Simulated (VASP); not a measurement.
# NaCl (I4/mmm) in VASP: G0W0 quasiparticle levels with PBE

Aim: the G0W0 quasiparticle levels of NaCl with PBE.

All numbers are computed with VASP 6.6.1; they aren't measurements. Logs are shortened: lines on timing, memory, paths and dates and some standing lists are left out, and cuts for length are marked.

### Step 1. The cell of the first run

It takes space group I4/mmm (No. 139, tetragonal). The conventional cell has a = 3.845 Å, b = 3.845 Å, c = 5.679 Å, α = 90.00°, β = 90.00°, γ = 90.00°. Within 3.6 Å of Na (site symmetry 4/mmm) lie 6 Cl at 2.72 to 2.84 Å. Within 3.6 Å of Cl (site symmetry 4/mmm) lie 6 Na at 2.72 to 2.84 Å.

### Step 2. G0W0 quasiparticle levels, PBE

Contents of POSCAR:

```
NaCl
1.0
    0.0000000000      2.7186178606      2.8393271002
    2.7186178606      0.0000000000      2.8393271002
    2.7186178606      2.7186178606      0.0000000000
Na Cl
1 1
Direct
    0.0000000000      0.0000000000      0.0000000000
    0.5000000000      0.5000000000      0.5000000000
```

Contents of INCAR.step1:

```
SYSTEM = NaCl
  ALGO = Normal
  EDIFF = 1E-8
  ENCUT = 500
  GGA = PE
  ISMEAR = 0
  LASPH = .TRUE.
  LCHARG = .FALSE.
  LREAL = .FALSE.
  LWAVE = .TRUE.
  NELM = 100
  PREC = Accurate
  SIGMA = 0.01
```

Contents of INCAR.step2:

```
SYSTEM = NaCl
  ALGO = Exact
  EDIFF = 1E-8
  ENCUT = 500
  GGA = PE
  ISMEAR = 0
  ISTART = 1
  LASPH = .TRUE.
  LCHARG = .FALSE.
  LOPTICS = .TRUE.
  LREAL = .FALSE.
  LWAVE = .TRUE.
  NBANDS = 183
  NELM = 1
  PREC = Accurate
  SIGMA = 0.01
```

Contents of INCAR.step3:

```
SYSTEM = NaCl
  ALGO = EVGW0
  EDIFF = 1E-8
  ENCUT = 500
  ENCUTGW = 150.0
  GGA = PE
  ISMEAR = 0
  ISTART = 1
  LASPH = .TRUE.
  LCHARG = .FALSE.
  LREAL = .FALSE.
  LWAVE = .FALSE.
  NBANDS = 183
  NBANDSGW = 16
  NELMGW = 1
  NOMEGA = 96
  OMEGAMAX = 20
  PREC = Accurate
  PRECFOCK = Fast
  SIGMA = 0.01
```

Contents of KPOINTS:

```
k-points
0
G
  4 4 4
  0 0 0
```

Potentials or basis: VASP PAW PBE potentials, release 64 (Na_sv_GW, Cl_GW).

Started as:

```
$ cat potpaw_PBE.64/Na_sv_GW/POTCAR potpaw_PBE.64/Cl_GW/POTCAR > POTCAR
$ cp INCAR.step1 INCAR
$ mpirun -np 1 vasp_std > vasp.out
$ cp INCAR.step2 INCAR
$ mpirun -np 1 vasp_std > vasp.out
$ cp INCAR.step3 INCAR
$ mpirun -np 1 vasp_std > vasp.out
```

OUTCAR:

```text
SYSTEM = NaCl
   EDIFF = 1E-8
   ENCUT = 500
   ENCUTGW = 150.0
   GGA = PE
   ISMEAR = 0
   ISTART = 1
   LASPH = .TRUE.
   LREAL = .FALSE.
   NELMGW = 1
   PREC = Accurate
   PRECFOCK = Fast

 ion  position               nearest neighbor table
   1  0.000  0.000  0.000-
   2  0.500  0.500  0.500-

  LATTYP: Found a body centered tetragonal cell.
 ALAT       =     3.8447062494
 C/A-ratio  =     1.4770060005

  Lattice vectors:

 A1 = (  -2.7186178606,   0.0000000000,   2.8393271002)
 A2 = (   2.7186178606,   0.0000000000,   2.8393271002)
 A3 = (   0.0000000000,   2.7186178606,  -2.8393271002)

Analysis of symmetry for initial positions (statically):
=====================================================================
 Subroutine PRICEL returns:
 Original cell was already a primitive cell.

 Routine SETGRP: Setting up the symmetry group for a
 body centered tetragonal supercell.

 Subroutine GETGRP returns: Found 16 space group operations
 (whereof 16 operations were pure point group operations)
 out of a pool of 16 trial point group operations.

The static configuration has the point symmetry D_4h.

Analysis of symmetry for dynamics (positions and initial velocities):
=====================================================================
 Subroutine PRICEL returns:
 Original cell was already a primitive cell.

 Routine SETGRP: Setting up the symmetry group for a
 body centered tetragonal supercell.

 Subroutine GETGRP returns: Found 16 space group operations
 (whereof 16 operations were pure point group operations)
 out of a pool of 16 trial point group operations.

The dynamic configuration has the point symmetry D_4h.

 Subroutine INISYM returns: Found 16 space group operations
 (whereof 16 operations are pure point group operations),
 and found     1 'primitive' translations

----------------------------------------------------------------------------------------

                                     Primitive cell

  volume of cell :      41.9703

  direct lattice vectors                    reciprocal lattice vectors
     0.000000000  2.718617861  2.839327100    -0.183916985  0.183916985  0.176098062
     2.718617861  0.000000000  2.839327100     0.183916985 -0.183916985  0.176098062
     2.718617861  2.718617861  0.000000000     0.183916985  0.183916985 -0.176098062

  length of vectors
     3.930987338  3.930987338  3.844706249     0.314104190  0.314104190  0.314104190

  position of ions in fractional coordinates (direct lattice)
     0.000000000  0.000000000  0.000000000
     0.500000000  0.500000000  0.500000000

  ion indices of the primitive-cell ions
   primitive index   ion index
                 1           1
                 2           2

----------------------------------------------------------------------------------------

 KPOINTS: k-points

Automatic generation of k-mesh.
 Grid dimensions read from file:
 generate k-points for:    4    4    4

 Generating k-lattice:

  Cartesian coordinates                     Fractional coordinates (reciprocal lattice)
    -0.045979246  0.045979246  0.044024516     0.250000000  0.000000000  0.000000000
     0.045979246 -0.045979246  0.044024516     0.000000000  0.250000000  0.000000000
     0.045979246  0.045979246 -0.044024516     0.000000000  0.000000000  0.250000000

  Length of vectors
     0.078526047  0.078526047  0.078526047

  Shift w.r.t. Gamma in fractional coordinates (k-lattice)
     0.000000000  0.000000000  0.000000000

 Subroutine IBZKPT returns following result:
 ===========================================

 Found     13 irreducible k-points:

 Following reciprocal coordinates:
            Coordinates               Weight
  0.000000  0.000000  0.000000      1.000000
  0.250000  0.000000  0.000000      8.000000
  0.500000  0.000000  0.000000      4.000000
  0.250000  0.250000  0.000000      2.000000
  0.500000  0.250000  0.000000      8.000000
 -0.250000  0.250000  0.000000      4.000000
  0.500000  0.500000  0.000000      1.000000
  0.250000  0.000000  0.250000      4.000000
  0.500000  0.000000  0.250000     16.000000
 -0.250000 -0.000000  0.250000      8.000000
 -0.250000  0.500000  0.250000      4.000000
  0.500000  0.000000  0.500000      2.000000
 -0.250000  0.250000  0.500000      2.000000
   k-points           NKPTS =     13   k-points in BZ     NKDIM =     64   number of bands    NBANDS=    183
   number of dos      NEDOS =    301   number of ions     NIONS =      2
   total plane-waves  NPLWV =  25200
   dimension x,y,z NGX =    30 NGY =   30 NGZ =   28
   dimension x,y,z NGXF=    60 NGYF=   60 NGZF=   56
   ions per type =               1   1
   NGX,Y,Z   is equivalent  to a cutoff of  12.69, 12.69, 12.11 a.u.
   NGXF,Y,Z  is equivalent  to a cutoff of  25.37, 25.37, 24.21 a.u.
 SYSTEM =  NaCl
   PREC   = accura    normal or accurate (medium, high low for compatibility)
   ISTART =      1    job   : 0-new  1-cont  2-samecut
   ICHARG =      0    charge: 1-file 2-atom 10-const
   ISPIN  =      1    spin polarized calculation?
   LNONCOLLINEAR =      F non collinear calculations
   LSORBIT =      F    spin-orbit coupling
   LASPH  =      T    aspherical Exc in radial PAW
   ENCUT  =  500.0 eV  36.75 Ry    6.06 a.u.   7.17  7.17  7.01*2*pi/ulx,y,z
   NELM   =     60;   NELMIN=  2; NELMDL=  0     # of ELM steps
   EDIFF  = 0.1E-07   stopping-criterion for ELM
   LREAL  =      F    real-space projection
   EDIFFG = 0.1E-06   stopping-criterion for IOM
   NSW    =      0    number of steps for IOM
   IBRION =     -1    ionic relax: 0-MD 1-quasi-New 2-CG
   NFREE  =      0    steps in history (QN), initial steepest desc. (CG)
   ISIF   =      0    stress and relaxation
   ISYM   =      3    0-nonsym 1-usesym 2-fastsym
   POTIM  = 0.5000    time-step for ionic-motion
   TEBEG  =    0.0;   TEEND  =   0.0 temperature during run
   PSTRESS=    0.0 pullay stress
   NELECT =      16.0000    total number of electrons
   NUPDOWN=      -1.0000    fix difference up-down
   EMIN   =  10.00;   EMAX   =-10.00  energy-range for DOS
   EFERMI =   0.00;   METHOD = LEGACY
   ISMEAR =     0;   SIGMA  =   0.01  broadening in eV -4-tet -1-fermi 0-gaus
   EFERMI_NEDOS =   21; number of points for ismear=-14 and -15
   IALGO  =     38    algorithm
   IMIX   =      4    mixing-type and parameters
     AMIX     =   0.40;   BMIX     =  1.00
     AMIX_MAG =   1.60;   BMIX_MAG =  1.00
  volume/ion in A,a.u.               =      20.99       141.61
  Fermi-wavevector in a.u.,A,eV,Ry     =   1.187046  2.243192 19.171675  1.409078
  Thomas-Fermi vector in A             =   2.323206
   LORBIT       =      0    0 simple, 1 ext, 2 COOP (PROOUT), +10 PAW based schemes
   GGA     = PE    functional components
   LHFCALC =     T    Hartree Fock is set to
   PRECFOCK=fast      Normal, Fast or Accurate (Low or Medium for compatibility)
   ENCUT4O =  -1.0   cutoff for four orbital integrals eV
   NKREDX  =     1    reduce k-point grid by
   NKREDY  =     1    reduce k-point grid by
   NKREDZ  =     1    reduce k-point grid by
   AEXX    =    1.0000 exact exchange contribution
   HFSCREEN=    0.0000 screening length (either q_TF or 0.3 A-1)
   HFSCREENC=   0.0000 screening length for correlation (either q_TF or 0.3 A-1)
   ENCUTFOCK=  -1.0 apply spherical cutoff to Coloumb kernel
   IVDW    =     0    specifies the selected vdW correction
   LEPSILON=     F    determine dielectric tensor
   LRPA    =     F    only Hartree local field effects (RPA)
   LRPAFORCE           =     F    calculate RPA forces
   ENCUTGW             = 150.0    cutoff for response function in eV
   ENCUTGWSOFT         = 120.0    soft cutoff for Coulomb kernel in GW response function in eV
   ENCUTLF             =  -1.0    cutoff for local field effects
   NELMGW              =     1    number of iterations in solving QP/BSE equation
   NELMHF              =     1    number of iterations in the inner HF iteration
   NKREDLFX            =     1    NKREDLFY  =   1   NKREDLFZ  =   1
 non-spin polarized calculation
 Gauss-broadening in eV      SIGMA  =   0.01
  energy-cutoff  :      500.00
  volume of cell :       41.97
 maximum number of plane-waves:      1078
 NGX is ok and might be reduce to    30
  NGX = 16; NGY = 16; NGZ = 16
   NGX = 15   NGY = 15   NGZ = 13
 maximum number of plane-waves:       182

 QP shifts <psi_nk| G(iteration)W_0 |psi_nk>: iteration 1
 for sc-GW calculations column KS-energies equals QP-energies in previous step
 and V_xc(KS)=  KS-energies - (<T + V_ion + V_H > + <T+V_H+V_ion>^1  + <V_x>^1)

 k-point   1 :       0.0000    0.0000    0.0000
  band No.  KS-energies  QP-energies   sigma(KS)   V_xc(KS)     V^pw_x(r,r')   Z            occupation Imag(sigma)

      1     -49.3067     -58.2779     -40.9392     -29.2747     -49.1375       0.7691       2.0000       0.2561
      2     -21.2472     -26.9591     -35.3551     -28.3172     -41.3504       0.8116       2.0000       0.0417
      3     -21.2428     -26.9468     -35.3499     -28.3154     -41.3640       0.8109       2.0000       0.0455
      4     -21.2428     -26.9468     -35.3499     -28.3154     -41.3640       0.8109       2.0000       0.0455
      5     -13.3641     -14.5994     -16.7845     -14.9431     -24.2496       0.6708       2.0000       1.2572
      6      -0.5538      -2.5541     -17.1562     -14.6613     -19.0354       0.8018       2.0000       0.0282
[... 8 lines left out ...]
     15      14.6346      14.9060      -5.1041      -5.4506      -1.0162       0.7832       0.0000      -0.1410
     16      16.5904      17.5613      -7.4429      -8.6826      -3.0842       0.7831       0.0000      -0.2176

 k-point   2 :       0.2500    0.0000    0.0000
  band No.  KS-energies  QP-energies   sigma(KS)   V_xc(KS)     V^pw_x(r,r')   Z            occupation Imag(sigma)

      1     -49.3061     -58.2859     -40.9403     -29.2761     -49.1388       0.7699       2.0000       0.2560
      2     -21.2647     -26.9477     -35.2603     -28.2376     -41.2755       0.8092       2.0000       0.0594
      3     -21.2478     -26.9531     -35.3461     -28.3101     -41.3476       0.8109       2.0000       0.0434
      4     -21.2434     -26.9437     -35.3461     -28.3136     -41.3597       0.8106       2.0000       0.0453
      5     -13.1663     -14.4066     -17.0512     -15.2131     -24.4567       0.6748       2.0000       1.2004
      6      -1.7577      -3.8867     -15.8472     -13.1591     -17.8220       0.7920       2.0000       0.0331
[... 8 lines left out ...]
     15      15.6501      16.5014      -6.7917      -7.8720      -2.5076       0.7880       0.0000      -0.1693
     16      18.7555      19.5920      -7.0166      -8.0342      -2.3584       0.8220       0.0000      -0.4737

 k-point   3 :       0.5000    0.0000    0.0000
  band No.  KS-energies  QP-energies   sigma(KS)   V_xc(KS)     V^pw_x(r,r')   Z            occupation Imag(sigma)

      1     -49.3056     -58.2893     -40.9410     -29.2775     -49.1398       0.7702       2.0000       0.2559
      2     -21.2850     -26.9494     -35.1686     -28.1610     -41.1919       0.8083       2.0000       0.0744
      3     -21.2500     -26.9485     -35.3393     -28.3050     -41.3389       0.8101       2.0000       0.0431
      4     -21.2441     -26.9394     -35.3421     -28.3118     -41.3553       0.8101       2.0000       0.0450
      5     -12.9548     -14.2157     -17.3325     -15.5145     -24.6893       0.6935       2.0000       1.1397
      6      -2.6760      -4.9394     -15.2305     -12.3527     -17.3882       0.7865       2.0000       0.0440
[... 174 lines left out ...]
      1     -49.3052     -58.3232     -40.9411     -29.2785     -49.1402       0.7732       2.0000       0.2554
      2     -21.2705     -26.9453     -35.2583     -28.2253     -41.2633       0.8069       2.0000       0.0486
      3     -21.2568     -26.9429     -35.3142     -28.2799     -41.3148       0.8083       2.0000       0.0445
      4     -21.2568     -26.9429     -35.3142     -28.2799     -41.3148       0.8083       2.0000       0.0445
      5     -12.8908     -14.1286     -17.2204     -15.4547     -24.5794       0.7010       2.0000       1.1321
      6      -2.3735      -4.6264     -15.7059     -12.8390     -17.8779       0.7859       2.0000       0.0406
[... 8 lines left out ...]
     15      15.9450      17.6722      -9.3968     -11.5811      -4.9077       0.7907       0.0000      -0.1364
     16      16.5453      18.3556      -9.8439     -12.1525      -5.1757       0.7842       0.0000      -0.1705

 k-point  13 :      -0.2500    0.2500    0.5000
  band No.  KS-energies  QP-energies   sigma(KS)   V_xc(KS)     V^pw_x(r,r')   Z            occupation Imag(sigma)

      1     -49.3051     -58.3263     -40.9414     -29.2786     -49.1405       0.7735       2.0000       0.2555
      2     -21.2634     -26.9409     -35.2834     -28.2496     -41.2907       0.8072       2.0000       0.0476
      3     -21.2634     -26.9409     -35.2834     -28.2496     -41.2907       0.8072       2.0000       0.0476
      4     -21.2588     -26.9455     -35.3057     -28.2752     -41.3024       0.8089       2.0000       0.0479
      5     -12.8754     -14.1127     -17.2732     -15.5010     -24.6254       0.6981       2.0000       1.1283
      6      -1.9014      -4.0941     -16.0286     -13.2563     -18.1104       0.7909       2.0000       0.0353
[... 8 lines left out ...]
     15      16.3724      17.8515      -8.7231     -10.5837      -4.1604       0.7950       0.0000      -0.1875
     16      16.5790      18.3982      -9.9072     -12.2347      -5.2227       0.7816       0.0000      -0.1733
```

Run time: 3.7 min. Hardware: 1 thread of Intel Xeon Platinum 8559C (Emerald Rapids), shared host; peak memory 0.49 GiB.

Results:

```yaml
Quasiparticle_gap: 8.23 eV
Least_direct_quasiparticle_gap: 8.23 eV
Band_gap_of_the_starting_levels_on_the_mesh: 5.37 eV
Least_direct_gap_of_the_starting_levels_on_the_mesh: 5.37 eV
```

Caveat: the k points lie up to 0.49 Å⁻¹ apart; bands, screening cutoff and mesh are small and nothing is extrapolated, so the quasiparticle values aren't converged.
